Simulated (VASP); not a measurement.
# Al4Co (P4/nbm) in VASP: single point with PBE

Aim: the single point of Al4Co with PBE.

Program: VASP 6.6.1. These are calculated values, not measurements. Logs are shortened: lines on timing, memory, paths and dates and some standing lists are left out, and cuts for length are marked.

### 1 The cell of the first run

Symmetry: P4/nbm, No. 125, tetragonal system. Conventional cell: a = 5.596 Å, b = 5.596 Å, c = 5.111 Å, α = 90.00°, β = 90.00°, γ = 90.00°. Al (site symmetry m) has 2 Co at 2.42 Å and 11 Al at 2.70 to 3.33 Å within 3.4 Å. Co (site symmetry 422) has 8 Al at 2.42 Å within 3.2 Å.

### 2 Single point, PBE, collinear spin, ferromagnetic start

INCAR reads:

```
PREC = Accurate ; ENCUT = 520
EDIFF = 1E-7 ; ISMEAR = 0
SIGMA = 0.2 ; LREAL = F
LASPH = T ; NELM = 150
ALGO = Fast ; ISIF = 2
LWAVE = F ; LCHARG = F
ISPIN = 2 ; MAGMOM = 0 0 0 0 0 0 0 0 3 3
LORBIT = 11 ; LMAXMIX = 4
GGA = PE ; NBANDS = 36
```

KPOINTS reads:

```
regular mesh
0
Gamma
  3 3 4
```

POSCAR reads:

```
Al4Co
1.0
    5.5962100852      0.0000000000      0.0000000000
    0.0000000000      5.5962100852      0.0000000000
    0.0000000000      0.0000000000      5.1108853390
Al Co
8 2
Direct
    0.3145398304      0.8145398304      0.7447309403
    0.6854601696      0.1854601696      0.7447309403
    0.3145398304      0.1854601696      0.2552690597
    0.8145398304      0.3145398304      0.2552690597
    0.6854601696      0.8145398304      0.2552690597
    0.1854601696      0.6854601696      0.2552690597
    0.1854601696      0.3145398304      0.7447309403
    0.8145398304      0.6854601696      0.7447309403
    0.0000000000      0.0000000000      0.0000000000
    0.5000000000      0.5000000000      0.0000000000
```

Potentials or basis: VASP PAW PBE potentials, release 64 (Al, Co).

On the command line:

```
$ cat potpaw_PBE.64/Al/POTCAR potpaw_PBE.64/Co/POTCAR > POTCAR
$ mpirun -np 1 vasp_std > vasp.out
```

OUTCAR:

```text
PREC = Accurate
   ENCUT = 520
   EDIFF = 1E-7
   ISMEAR = 0
   LREAL = F
   LASPH = T
   NELM = 150
   ISIF = 2
   ISPIN = 2
   LORBIT = 11
   GGA = PE

 ion  position               nearest neighbor table
   1  0.315  0.815  0.745-   9 2.42  10 2.42   6 2.70   6 2.80   7 2.89   8 2.89   7 2.89   8 2.89
                             2 2.94   5 3.25   3 3.25   5 3.33   3 3.33
   2  0.685  0.185  0.745-   9 2.42  10 2.42   4 2.70   4 2.80   7 2.89   8 2.89   8 2.89   7 2.89
                             1 2.94   3 3.25   5 3.25   3 3.33   5 3.33
   3  0.315  0.185  0.255-   9 2.42  10 2.42   7 2.70   7 2.80   4 2.89   6 2.89   6 2.89   4 2.89
                             5 2.94   2 3.25   1 3.25   2 3.33   1 3.33
   4  0.815  0.315  0.255-   9 2.42  10 2.42   2 2.70   2 2.80   5 2.89   3 2.89   5 2.89   3 2.89
                             6 2.94   8 3.25   7 3.25   7 3.33   8 3.33
   5  0.685  0.815  0.255-   9 2.42  10 2.42   8 2.70   8 2.80   4 2.89   6 2.89   4 2.89   6 2.89
                             3 2.94   2 3.25   1 3.25   2 3.33   1 3.33
   6  0.185  0.685  0.255-   9 2.42  10 2.42   1 2.70   1 2.80   5 2.89   3 2.89   3 2.89   5 2.89
                             4 2.94   8 3.25   7 3.25   7 3.33   8 3.33
   7  0.185  0.315  0.745-   9 2.42  10 2.42   3 2.70   3 2.80   2 2.89   1 2.89   1 2.89   2 2.89
                             8 2.94   6 3.25   4 3.25   4 3.33   6 3.33
   8  0.815  0.685  0.745-   9 2.42  10 2.42   5 2.70   5 2.80   2 2.89   1 2.89   2 2.89   1 2.89
                             7 2.94   6 3.25   4 3.25   4 3.33   6 3.33
   9  0.000  0.000  0.000-   1 2.42   2 2.42   3 2.42   4 2.42   5 2.42   6 2.42   7 2.42   8 2.42

  10  0.500  0.500  0.000-   1 2.42   2 2.42   3 2.42   4 2.42   5 2.42   6 2.42   7 2.42   8 2.42

  LATTYP: Found a simple tetragonal cell.
 ALAT       =     5.5962100852
 C/A-ratio  =     0.9132761746

  Lattice vectors:

 A1 = (   5.5962100852,   0.0000000000,   0.0000000000)
 A2 = (   0.0000000000,   5.5962100852,   0.0000000000)
 A3 = (   0.0000000000,   0.0000000000,   5.1108853390)

Analysis of symmetry for initial positions (statically):
=====================================================================
 Subroutine PRICEL returns:
 Original cell was already a primitive cell.

 Routine SETGRP: Setting up the symmetry group for a
 simple tetragonal supercell.

 Subroutine GETGRP returns: Found 16 space group operations
 (whereof  8 operations were pure point group operations)
 out of a pool of 16 trial point group operations.

The static configuration has the point symmetry D_4 .
 The point group associated with its full space group is D_4h.

Analysis of symmetry for dynamics (positions and initial velocities):
=====================================================================
 Subroutine PRICEL returns:
 Original cell was already a primitive cell.

 Routine SETGRP: Setting up the symmetry group for a
 simple tetragonal supercell.

 Subroutine GETGRP returns: Found 16 space group operations
 (whereof  8 operations were pure point group operations)
 out of a pool of 16 trial point group operations.

The dynamic configuration has the point symmetry D_4 .
 The point group associated with its full space group is D_4h.

Analysis of structural, dynamic, and magnetic symmetry:
=====================================================================
 Subroutine PRICEL returns:
 Original cell was already a primitive cell.

 Routine SETGRP: Setting up the symmetry group for a
 simple tetragonal supercell.

 Subroutine GETGRP returns: Found 16 space group operations
 (whereof  8 operations were pure point group operations)
 out of a pool of 16 trial point group operations.

The overall configuration has the point symmetry D_4 .
 The point group associated with its full space group is D_4h.

 Subroutine INISYM returns: Found 16 space group operations
 (whereof  8 operations are pure point group operations),
 and found     1 'primitive' translations

----------------------------------------------------------------------------------------

                                     Primitive cell

  volume of cell :     160.0605

  direct lattice vectors                    reciprocal lattice vectors
     5.596210085  0.000000000  0.000000000     0.178692362  0.000000000  0.000000000
     0.000000000  5.596210085  0.000000000     0.000000000  0.178692362  0.000000000
     0.000000000  0.000000000  5.110885339     0.000000000  0.000000000  0.195660817
[... 83 lines left out ...]
   NELM   =    150;   NELMIN=  2; NELMDL= -5     # of ELM steps
   EDIFF  = 0.1E-06   stopping-criterion for ELM
   LREAL  =      F    real-space projection
   EDIFFG = 0.1E-05   stopping-criterion for IOM
   NSW    =      0    number of steps for IOM
   IBRION =     -1    ionic relax: 0-MD 1-quasi-New 2-CG
   NFREE  =      0    steps in history (QN), initial steepest desc. (CG)
   ISIF   =      2    stress and relaxation
   ISYM   =      2    0-nonsym 1-usesym 2-fastsym
   POTIM  = 0.5000    time-step for ionic-motion
   TEBEG  =    0.0;   TEEND  =   0.0 temperature during run
   PSTRESS=    0.0 pullay stress
   NELECT =      42.0000    total number of electrons
   NUPDOWN=      -1.0000    fix difference up-down
   EMIN   =  10.00;   EMAX   =-10.00  energy-range for DOS
   EFERMI =   0.00;   METHOD = LEGACY
   ISMEAR =     0;   SIGMA  =   0.20  broadening in eV -4-tet -1-fermi 0-gaus
   EFERMI_NEDOS =   21; number of points for ismear=-14 and -15
   IALGO  =     68    algorithm
   IMIX   =      4    mixing-type and parameters
     AMIX     =   0.40;   BMIX     =  1.00
     AMIX_MAG =   1.60;   BMIX_MAG =  1.00
  volume/ion in A,a.u.               =      16.01       108.01
  Fermi-wavevector in a.u.,A,eV,Ry     =   1.048085  1.980594 14.945760  1.098482
  Thomas-Fermi vector in A             =   2.182992
   LORBIT       =     11    0 simple, 1 ext, 2 COOP (PROOUT), +10 PAW based schemes
   GGA     = PE    functional components
   LHFCALC =     F    Hartree Fock is set to
   AEXX    =    0.0000 exact exchange contribution
   IVDW    =     0    specifies the selected vdW correction
   LEPSILON=     F    determine dielectric tensor
   LRPA    =     F    only Hartree local field effects (RPA)
 spin polarized calculation
 RMM-DIIS sequential band-by-band and
 Gauss-broadening in eV      SIGMA  =   0.20
  energy-cutoff  :      520.00
  volume of cell :      160.06
 maximum number of plane-waves:      4351
 NGX is ok and might be reduce to    42
   NGX = 21   NGY = 21   NGZ = 19

 number of electron      41.9999988 magnetization       0.0001998

 number of electron      41.9999988 magnetization      -0.0005151

 Free energy of the ion-electron system (eV)
  ---------------------------------------------------
  ext. energy  EPLUGINS =         0.00000000
  ---------------------------------------------------
  free energy    TOTEN  =       -45.19855573 eV

  energy without entropy =      -45.05444287  energy(sigma->0) =      -45.12649930

 E-fermi :   7.4924     XC(G=0): -10.4035

 val. band max:        7.4713786935   @ k =   0.3333   0.0000   0.0000
 cond. band min:       7.5181548133   @ k =   0.3333   0.3333   0.5000
 fundamental gap:      0.0467761199
 Fermi energy:         7.4924298570

 spin component 1

 k-point     1 :       0.0000    0.0000    0.0000
  band No.  band energies     occupation
      1      -2.7525      1.00000
      2       1.5541      1.00000
      3       1.5541      1.00000
      4       1.7140      1.00000
      5       2.6307      1.00000
      6       2.6880      1.00000
[... 313 lines left out ...]
     32      12.2408      0.00000
     33      12.5726      0.00000
 Fermi energy:         7.4924298570

 spin component 2

 k-point     1 :       0.0000    0.0000    0.0000
  band No.  band energies     occupation
      1      -2.7525      1.00000
      2       1.5540      1.00000
      3       1.5540      1.00000
      4       1.7140      1.00000
      5       2.6307      1.00000
      6       2.6879      1.00000
[... 313 lines left out ...]
     32      12.2408      0.00000
     33      12.5726      0.00000
 [bands above 33 left out]

------------------------ aborting loop because EDIFF is reached ----------------------------------------

  FORCE on cell =-STRESS in cart. coord.  units (eV):
  Direction    XX          YY          ZZ          XY          YZ          ZX
  --------------------------------------------------------------------------------------
  -------------------------------------------------------------------------------------
  Total       -0.2368780     -0.2368780     -0.3760876      0.0000000      0.0000000      0.0000000
  in kB       -2.3711068     -2.3711068     -3.7645701      0.0000000      0.0000000      0.0000000
  external PRESSURE =      -2.8355946 kB  Pullay stress =       0.0000000 kB

 VOLUME and BASIS-vectors are now :
 -----------------------------------------------------------------------------
  energy-cutoff  :      520.00
  volume of cell :      160.06
      direct lattice vectors                 reciprocal lattice vectors
     5.596210085  0.000000000  0.000000000     0.178692362  0.000000000  0.000000000
     0.000000000  5.596210085  0.000000000     0.000000000  0.178692362  0.000000000
     0.000000000  0.000000000  5.110885339     0.000000000  0.000000000  0.195660817

 POSITION                                       TOTAL-FORCE (eV/Angst)
 -----------------------------------------------------------------------------------
      1.76023      4.55834      3.80623        -0.011788     -0.011788      0.002841
      3.83598      1.03787      3.80623         0.011788      0.011788      0.002841
      1.76023      1.03787      1.30465        -0.011788      0.011788     -0.002841
      4.55834      1.76023      1.30465        -0.011788     -0.011788     -0.002841
      3.83598      4.55834      1.30465         0.011788     -0.011788     -0.002841
      1.03787      3.83598      1.30465         0.011788      0.011788     -0.002841
      1.03787      1.76023      3.80623         0.011788     -0.011788      0.002841
      4.55834      3.83598      3.80623        -0.011788      0.011788      0.002841
      0.00000      0.00000      0.00000         0.000000      0.000000      0.000000
      2.79811      2.79811      0.00000        -0.000000      0.000000     -0.000000
 -----------------------------------------------------------------------------------
    total drift:                                0.000000     -0.000000     -0.000000

  FREE ENERGIE OF THE ION-ELECTRON SYSTEM (eV)
  ---------------------------------------------------
  free  energy   TOTEN  =       -45.1985557254 eV

  energy  without entropy=      -45.0544428663  energy(sigma->0) =      -45.12649930

 total charge

# of ion       s       p       d       tot
------------------------------------------
    1        0.432   0.348   0.000   0.780
    2        0.432   0.348   0.000   0.780
    3        0.432   0.348   0.000   0.780
    4        0.432   0.348   0.000   0.780
    5        0.432   0.348   0.000   0.780
    6        0.432   0.348   0.000   0.780
    7        0.432   0.348   0.000   0.780
    8        0.432   0.348   0.000   0.780
    9        0.524   0.504   7.535   8.563
   10        0.524   0.504   7.535   8.563
--------------------------------------------------
tot          4.505   3.789  15.069  23.364

 magnetization (x)

# of ion       s       p       d       tot
------------------------------------------
    1       -0.000  -0.000   0.000  -0.000
    2       -0.000  -0.000   0.000  -0.000
    3       -0.000  -0.000   0.000  -0.000
    4       -0.000  -0.000   0.000  -0.000
    5       -0.000  -0.000   0.000  -0.000
    6       -0.000  -0.000   0.000  -0.000
    7       -0.000  -0.000   0.000  -0.000
    8       -0.000  -0.000   0.000  -0.000
    9       -0.000  -0.000  -0.000  -0.000
   10       -0.000  -0.000  -0.000  -0.000
--------------------------------------------------
tot         -0.000  -0.000  -0.000  -0.000
```

Wall time 86 s (1 thread of AMD EPYC 9R45 (Zen 5), shared host); peak memory 0.29 GiB.

What came out:

* Free energy: -45.1986 eV
* Pressure: -0.3 GPa
* Largest force: 0.017 eV/Å
* Band gap on the k mesh: zero (filled and empty bands overlap)
* Net moment: 0.00 μB per cell
* Valence electrons inside the program's atomic spheres: Al 0.78; Co 8.56

Forces in eV/Å, atoms in the order of the input:
```
Al  -0.012 -0.012  0.003
Al   0.012  0.012  0.003
Al  -0.012  0.012 -0.003
Al  -0.012 -0.012 -0.003
Al   0.012 -0.012 -0.003
Al   0.012  0.012 -0.003
Al   0.012 -0.012  0.003
Al  -0.012  0.012  0.003
Co   0.000  0.000  0.000
Co   0.000  0.000  0.000
```

Stress tensor (GPa, compression positive):
```
-0.24  0.00  0.00
 0.00 -0.24  0.00
 0.00  0.00 -0.38
```

Caveat: the k points lie up to 0.37 Å⁻¹ apart, too coarse for converged energies and pressures of a metal; the moments typed at the start vanished in this run.

The gap in the log of VASP goes by the Fermi energy; the results here count the filled bands.